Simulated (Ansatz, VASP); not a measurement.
## MgO: VASP beside Ansatz

Contents of INCAR:

```
ALGO = Normal ; EDIFF = 1E-7
EDIFFG = -0.003 ; ENCUT = 600
GGA = PE ; GGA_COMPAT = F
IBRION = 2 ; ISIF = 3
ISMEAR = 0 ; LASPH = T
LCHARG = F ; LREAL = F
LWAVE = F ; NELM = 120
NELMIN = 4 ; NSW = 50
PREC = Accurate ; SIGMA = 0.02
```

Contents of KPOINTS:

```
k-points
0
Gamma
  10 10 10
```

Contents of POSCAR:

```
MgO
1.0
    0.0000000000      2.1353596687      2.1353596687
    2.1353596687      0.0000000000      2.1353596687
    2.1353596687      2.1353596687      0.0000000000
Mg O
1 1
Direct
    0.0000000000      0.0000000000      0.0000000000
    0.5000000000      0.5000000000      0.5000000000
```

Input for Ansatz:

```yaml
crystal:
  lattice:
    - [0.0, 2.1353596687, 2.1353596687]
    - [2.1353596687, 0.0, 2.1353596687]
    - [2.1353596687, 2.1353596687, 0.0]
  atoms:
    - { symbol: Mg, position: [0.0, 0.0, 0.0] }
    - { symbol: O, position: [0.5, 0.5, 0.5] }
basis: {}
kpoints:
  mp_grid: { grid: [10, 10, 10] }
hamiltonian:
  xc: pbe
  pseudopotentials: { kind: all_electron, lapw: {} }
scf:
  occupations: { method: gaussian, width: 0.02 }
output:
  forces: true
  stress: true
  eigenvalues: true
relax:
  adjacent_minimum: "off"
  f_tol: 0.003
  max_steps: 30
  cell: { stress_tol: 0.03 }
```

Alike in both runs: task relaxation of cell and atoms; functional PBE; k mesh 10 × 10 × 10; occupations gaussian, width 0.02 eV; no spin polarisation.

```csv
,VASP,Ansatz
version,VASP 6.6.1,Ansatz 0.2.0
potentials or method,"VASP PAW PBE potentials, release 64 (Mg, O), cutoff 600 eV","scalar-relativistic, all-electron LAPW"
```

```tsv
	VASP	Ansatz	Ansatz less VASP
gap on the k mesh at the Fermi level, each at its own relaxed structure (eV)	4.51	4.45	-0.055
relaxed volume (Å³/atom)	9.56	9.62	+0.066
relaxed cell length with the largest relative difference (Å)	3.001	3.008	+0.0069
```

Ansatz ran all-electron here, and VASP with PAW potentials.
